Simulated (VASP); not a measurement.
# AlN (P6_3/mmc) in VASP: further runs

AlN is run at these levels: PBEsol; tasks: single point.

All numbers are computed with VASP 6.6.1; they aren't measurements. Logs are shortened: lines on timing, memory, paths and dates and some standing lists are left out, and cuts for length are marked.

## Step 1: The cell of the first run

It takes space group P6_3/mmc (No. 194, hexagonal). Conventional cell: a = 3.422 Å, b = 3.422 Å, c = 4.223 Å, α = 90.00°, β = 90.00°, γ = 120.00°. Within 2.6 Å of Al (site symmetry -6m2) lie 5 N at 1.98 to 2.11 Å. Within 2.6 Å of N (site symmetry -6m2) lie 5 Al at 1.98 to 2.11 Å.

## Step 2: Single point, PBEsol (volume 10.708 Å^3 an atom, c/a of the conventional cell 1.2341)

The input, INCAR:

```
PREC = Accurate ; ENCUT = 520
EDIFF = 1E-6 ; ISMEAR = 0
SIGMA = 0.05 ; LREAL = F
LASPH = T ; NELM = 80
ALGO = Normal ; ISIF = 2
LWAVE = F ; LCHARG = F
GGA = PS ; NBANDS = 16
```

The input, KPOINTS:

```
regular mesh
0
Gamma
  9 9 6
```

The input, POSCAR:

```
AlN
1.0
    3.4221243773      0.0000000000      0.0000000000
   -1.7110621887      2.9636466456      0.0000000000
    0.0000000000      0.0000000000      4.2232436940
Al N
2 2
Direct
    0.3333333333      0.6666666667      0.7500000000
    0.6666666667      0.3333333333      0.2500000000
    0.3333333333      0.6666666667      0.2500000000
    0.6666666667      0.3333333333      0.7500000000
```

Potentials or basis: VASP PAW PBE potentials, release 64 (Al, N).

Run with:

```console
cat potpaw_PBE.64/Al/POTCAR potpaw_PBE.64/N/POTCAR > POTCAR
mpirun -np 1 vasp_std > vasp.out
```

OUTCAR:

```text
PREC = Accurate
   ENCUT = 520
   EDIFF = 1E-6
   ISMEAR = 0
   LREAL = F
   LASPH = T
   NELM = 80
   ISIF = 2
   GGA = PS

 ion  position               nearest neighbor table
   1  0.333  0.667  0.750-   4 1.98   4 1.98   4 1.98   3 2.11   3 2.11   2 2.89   2 2.89   2 2.89
                             2 2.89   2 2.89   2 2.89
   2  0.667  0.333  0.250-   3 1.98   3 1.98   3 1.98   4 2.11   4 2.11   1 2.89   1 2.89   1 2.89
                             1 2.89   1 2.89   1 2.89
   3  0.333  0.667  0.250-   2 1.98   2 1.98   2 1.98   1 2.11   1 2.11
   4  0.667  0.333  0.750-   1 1.98   1 1.98   1 1.98   2 2.11   2 2.11

  LATTYP: Found a hexagonal cell.
 ALAT       =     3.4221243773
 C/A-ratio  =     1.2341000000

  Lattice vectors:

 A1 = (   3.4221243773,   0.0000000000,   0.0000000000)
 A2 = (  -1.7110621887,   2.9636466456,   0.0000000000)
 A3 = (   0.0000000000,   0.0000000000,   4.2232436940)

Analysis of symmetry for initial positions (statically):
=====================================================================
 Subroutine PRICEL returns:
 Original cell was already a primitive cell.

 Routine SETGRP: Setting up the symmetry group for a
 hexagonal supercell.

 Subroutine GETGRP returns: Found 24 space group operations
 (whereof 12 operations were pure point group operations)
 out of a pool of 24 trial point group operations.

The static configuration has the point symmetry D_3d.
 The point group associated with its full space group is D_6h.

Analysis of symmetry for dynamics (positions and initial velocities):
=====================================================================
 Subroutine PRICEL returns:
 Original cell was already a primitive cell.

 Routine SETGRP: Setting up the symmetry group for a
 hexagonal supercell.

 Subroutine GETGRP returns: Found 24 space group operations
 (whereof 12 operations were pure point group operations)
 out of a pool of 24 trial point group operations.

The dynamic configuration has the point symmetry D_3d.
 The point group associated with its full space group is D_6h.

 Subroutine INISYM returns: Found 24 space group operations
 (whereof 12 operations are pure point group operations),
 and found     1 'primitive' translations

----------------------------------------------------------------------------------------

                                     Primitive cell

[... 90 lines left out ...]
   LSORBIT =      F    spin-orbit coupling
   LASPH  =      T    aspherical Exc in radial PAW
   ENCUT  =  520.0 eV  38.22 Ry    6.18 a.u.   6.36  6.36  7.85*2*pi/ulx,y,z
   NELM   =     80;   NELMIN=  2; NELMDL= -5     # of ELM steps
   EDIFF  = 0.1E-05   stopping-criterion for ELM
   LREAL  =      F    real-space projection
   EDIFFG = 0.1E-04   stopping-criterion for IOM
   NSW    =      0    number of steps for IOM
   IBRION =     -1    ionic relax: 0-MD 1-quasi-New 2-CG
   NFREE  =      0    steps in history (QN), initial steepest desc. (CG)
   ISIF   =      2    stress and relaxation
   ISYM   =      2    0-nonsym 1-usesym 2-fastsym
   POTIM  = 0.5000    time-step for ionic-motion
   TEBEG  =    0.0;   TEEND  =   0.0 temperature during run
   PSTRESS=    0.0 pullay stress
   NELECT =      16.0000    total number of electrons
   NUPDOWN=      -1.0000    fix difference up-down
   EMIN   =  10.00;   EMAX   =-10.00  energy-range for DOS
   EFERMI =   0.00;   METHOD = LEGACY
   ISMEAR =     0;   SIGMA  =   0.05  broadening in eV -4-tet -1-fermi 0-gaus
   EFERMI_NEDOS =   21; number of points for ismear=-14 and -15
   IALGO  =     38    algorithm
   IMIX   =      4    mixing-type and parameters
     AMIX     =   0.40;   BMIX     =  1.00
     AMIX_MAG =   1.60;   BMIX_MAG =  1.00
  volume/ion in A,a.u.               =      10.71        72.26
  Fermi-wavevector in a.u.,A,eV,Ry     =   1.179031  2.228046 18.913664  1.390115
  Thomas-Fermi vector in A             =   2.315350
   LORBIT       =      0    0 simple, 1 ext, 2 COOP (PROOUT), +10 PAW based schemes
   GGA     = PS    functional components
   LHFCALC =     F    Hartree Fock is set to
   AEXX    =    0.0000 exact exchange contribution
   IVDW    =     0    specifies the selected vdW correction
   LEPSILON=     F    determine dielectric tensor
   LRPA    =     F    only Hartree local field effects (RPA)
 non-spin polarized calculation
 Gauss-broadening in eV      SIGMA  =   0.05
  energy-cutoff  :      520.00
  volume of cell :       42.83
 maximum number of plane-waves:      1167
 NGX is ok and might be reduce to    28
   NGX = 13   NGY = 13   NGZ = 15

 number of electron      15.9999996 magnetization

 Free energy of the ion-electron system (eV)
  ---------------------------------------------------
  ext. energy  EPLUGINS =         0.00000000
  ---------------------------------------------------
  free energy    TOTEN  =       -30.72852434 eV

  energy without entropy =      -30.72852434  energy(sigma->0) =      -30.72852434

 E-fermi :   7.2386     XC(G=0): -11.0257

 val. band max:        6.9434135646   @ k =   0.0000   0.0000   0.0000
 cond. band min:       9.6686939417   @ k =   0.0000   0.0000   0.0000
 fundamental gap:      2.7252803771
 Fermi energy:         7.2386316335

 k-point     1 :       0.0000    0.0000    0.0000
  band No.  band energies     occupation
      1      -9.1661      2.00000
      2      -5.7320      2.00000
      3       0.6080      2.00000
      4       3.9010      2.00000
      5       3.9010      2.00000
      6       5.6140      2.00000
[... 433 lines left out ...]
      3       0.8986      2.00000
      4       1.7047      2.00000
      5       1.7047      2.00000
      6       4.3557      2.00000
[... 8 lines left out ...]
     15      17.8685      0.00000
     16      19.3083      0.00000

 [... further k-points ...]
[... 5 lines left out ...]
  --------------------------------------------------------------------------------------
  -------------------------------------------------------------------------------------
  Total       -4.8758010     -4.8758010     -3.6959289      0.0000000     -0.0000000      0.0000000
  in kB     -182.3846163   -182.3846163   -138.2502201      0.0000000     -0.0000000      0.0000000
  external PRESSURE =    -167.6731509 kB  Pullay stress =       0.0000000 kB

 VOLUME and BASIS-vectors are now :
 -----------------------------------------------------------------------------
  energy-cutoff  :      520.00
  volume of cell :       42.83
      direct lattice vectors                 reciprocal lattice vectors
     3.422124377  0.000000000  0.000000000     0.292216147  0.168711071  0.000000000
    -1.711062189  2.963646646  0.000000000     0.000000000  0.337422142  0.000000000
     0.000000000  0.000000000  4.223243694     0.000000000  0.000000000  0.236784820

 POSITION                                       TOTAL-FORCE (eV/Angst)
 -----------------------------------------------------------------------------------
     -0.00000      1.97576      3.16743        -0.000000      0.000000     -0.000000
      1.71106      0.98788      1.05581         0.000000     -0.000000      0.000000
     -0.00000      1.97576      1.05581        -0.000000     -0.000000      0.000000
      1.71106      0.98788      3.16743         0.000000      0.000000      0.000000
 -----------------------------------------------------------------------------------
    total drift:                               -0.000000      0.000000      0.000000

  FREE ENERGIE OF THE ION-ELECTRON SYSTEM (eV)
  ---------------------------------------------------
  free  energy   TOTEN  =       -30.7285243364 eV

  energy  without entropy=      -30.7285243364  energy(sigma->0) =      -30.72852434
```

OSZICAR:

```text
N       E                     dE             d eps       ncg     rms          rms(c)
DAV:   1     0.425647248454E+02    0.42565E+02   -0.73663E+03  1536   0.899E+02
DAV:   2    -0.310559891365E+02   -0.73621E+02   -0.66240E+02  2304   0.180E+02
DAV:   3    -0.346781528511E+02   -0.36222E+01   -0.36057E+01  1752   0.421E+01
DAV:   4    -0.347010592585E+02   -0.22906E-01   -0.22903E-01  2000   0.381E+00
DAV:   5    -0.347013713936E+02   -0.31214E-03   -0.31213E-03  1720   0.445E-01    0.108E+01
DAV:   6    -0.307948637034E+02    0.39065E+01   -0.81469E+00  1984   0.209E+01    0.375E+00
DAV:   7    -0.307731584460E+02    0.21705E-01   -0.57862E-01  1680   0.521E+00    0.268E+00
DAV:   8    -0.307367514570E+02    0.36407E-01   -0.11053E-01  1648   0.269E+00    0.919E-01
DAV:   9    -0.307282133396E+02    0.85381E-02   -0.19436E-02  1920   0.108E+00    0.289E-01
DAV:  10    -0.307286208512E+02   -0.40751E-03   -0.23700E-03  1776   0.327E-01    0.174E-01
DAV:  11    -0.307285274362E+02    0.93415E-04   -0.12284E-04  1840   0.837E-02    0.467E-02
DAV:  12    -0.307285250555E+02    0.23807E-05   -0.72376E-06  1784   0.207E-02    0.999E-03
DAV:  13    -0.307285243364E+02    0.71912E-06   -0.31800E-06  1840   0.131E-02
   1 F= -.30728524E+02 E0= -.30728524E+02  d E =-.420348E-19
```

stdout:

```text
POSCAR found type information on POSCAR AlN
 POSCAR found :  2 types and       4 ions
 scaLAPACK will be used
 -----------------------------------------------------------------------------
|                                                                             |
|                                                                             |
|     You enforced a specific xc type in the INCAR file but a different       |
|     I HOPE YOU KNOW WHAT YOU ARE DOING!                                     |
|                                                                             |
 -----------------------------------------------------------------------------

 LDA part: xc-table for (Slater+PW92), standard interpolation
 POSCAR, INCAR and KPOINTS ok, starting setup
 FFT: planning ... GRIDC
 FFT: planning ... GRID_SOFT
 FFT: planning ... GRID
 WAVECAR not read
 entering main loop
```

Wall time 19 s (1 thread of Intel Xeon Platinum 8488C (Sapphire Rapids), shared host); peak memory 0.17 GiB.

What came out:

| Item | Value |
| --- | --- |
| Free energy | -30.7285 eV |
| Pressure | -16.8 GPa |
| Band gap on the k mesh | 2.73 eV, direct |

Stress tensor (GPa, compression positive):
```
-18.24   0.00   0.00
  0.00 -18.24   0.00
  0.00   0.00 -13.83
```

Levels at points of the mesh, in eV from the valence-band top:
| k point | band 4 | band 5 | band 6 | band 7 | band 8 | band 9 | band 10 | band 11 | band 12 | band 13 |
| --- | --- | --- | --- | --- | --- | --- | --- | --- | --- | --- |
| (0.00, 0.00, 0.00) | -3.04 | -3.04 | -1.33 | -1.33 | 0.00 | 2.73 | 3.77 | 7.73 | 7.73 | 10.67 |
| (0.00, 0.00, 0.50) | -3.55 | -2.22 | -2.22 | -2.22 | -2.22 | 5.21 | 5.21 | 7.92 | 7.92 | 7.92 |

Caveat: the PAW data sets were made with another functional, which shifts forces and pressure a little.

(Continued in part 2 of 3.)
